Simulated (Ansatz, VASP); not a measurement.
**RbCl: VASP beside Ansatz**

The input INCAR:

```
ALGO = Normal ; EDIFF = 1E-6
ENCUT = 500 ; GGA = PE
GGA_COMPAT = False ; ISIF = 2
ISMEAR = 0 ; LASPH = True
LCHARG = False ; LREAL = False
LWAVE = False ; NBANDS = 15
NELM = 120 ; PREC = Accurate
SIGMA = 0.01
```

KPOINTS

```
k-points
0
Gamma
  5 5 5
```

File POSCAR:

```
RbCl
1.0
    0.0000000000      3.2740000000      3.2740000000
    3.2740000000      0.0000000000      3.2740000000
    3.2740000000      3.2740000000      0.0000000000
Rb Cl
1 1
Direct
    0.0000000000      0.0000000000      0.0000000000
    0.5000000000      0.5000000000      0.5000000000
```

Input for Ansatz:

```yaml
crystal:
  lattice:
    - [0.0, 3.274, 3.274]
    - [3.274, 0.0, 3.274]
    - [3.274, 3.274, 0.0]
  atoms:
    - { symbol: Rb, position: [0.0, 0.0, 0.0] }
    - { symbol: Cl, position: [0.5, 0.5, 0.5] }
basis:
  ecutwfc: 510.0
kpoints:
  mp_grid:
    grid: [5, 5, 5]
hamiltonian:
  xc: pbe
scf:
  occupations:
    method: fixed
output:
  stress: true
```

Alike in both runs: task single point; functional PBE; k mesh 5 × 5 × 5; no spin polarisation.

|  | VASP | Ansatz |
| --- | --- | --- |
| version | VASP 6.6.1 | Ansatz 0.2.0 |
| potentials or method | VASP PAW PBE potentials, release 64 (Rb_sv, Cl), cutoff 500 eV | plane waves, PAW |
| occupations | gaussian, width 0.01 eV | fixed |
| valence electrons in the cell | 16 | 16 |

|  | VASP | Ansatz | Ansatz less VASP |
| --- | --- | --- | --- |
| pressure (GPa) | 1.2 | 1.2 | 0.00 |
